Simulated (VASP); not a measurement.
Input of a VASP 6.6.1 run:

INCAR

```
PREC = Accurate
ENCUT = 600
EDIFF = 1E-6
ISMEAR = -1
SIGMA = 0.1
LREAL = False
LASPH = True
NELM = 80
ALGO = Normal
ISIF = 3
LWAVE = False
LCHARG = False
GGA = CA
IBRION = 2
NSW = 80
EDIFFG = -0.01
PSTRESS = 60.0
```

File KPOINTS:

```
Automatic mesh
0
Gamma
  5 5 5
```

Contents of POSCAR:

```
Ca3Mg
1.0
    5.2888130000      0.0000000000      0.0000000000
    0.0000000000      5.2888130000      0.0000000000
    0.0000000000      0.0000000000      5.2888130000
Ca Mg
3 1
Direct
    0.5000000000      0.5000000000      0.0000000000
    0.0000000000      0.5000000000      0.5000000000
    0.5000000000      0.0000000000      0.5000000000
    0.0000000000      0.0000000000      0.0000000000
```

Potentials or basis: VASP PAW LDA potentials, release 64 (Ca_sv, Mg).

Launch:

```sh
$ cat potpaw_LDA.64/Ca_sv/POTCAR potpaw_LDA.64/Mg/POTCAR > POTCAR
$ mpirun -np 1 vasp_std > vasp.out
```

Question: What does it give for the band gap on the k mesh?

Answer: Zero (bands 16 and 17 overlap by 0.45 eV).

Question: What does it give for the relaxed cell?

Answer: a = 4.788 Å, b = 4.788 Å, c = 4.788 Å, α = 90.00°, β = 90.00°, γ = 90.00°.

Final structure:
```
CELL_PARAMETERS angstrom
4.78848 0.00000 0.00000
0.00000 4.78848 0.00000
0.00000 0.00000 4.78848
ATOMIC_POSITIONS crystal
Ca 0.50000 0.50000 0.00000
Ca 0.00000 0.50000 0.50000
Ca 0.50000 0.00000 0.50000
Mg 0.00000 0.00000 0.00000
```

Caveat: the cell is relaxed towards a set pressure, so the run minimises the enthalpy, not the energy.
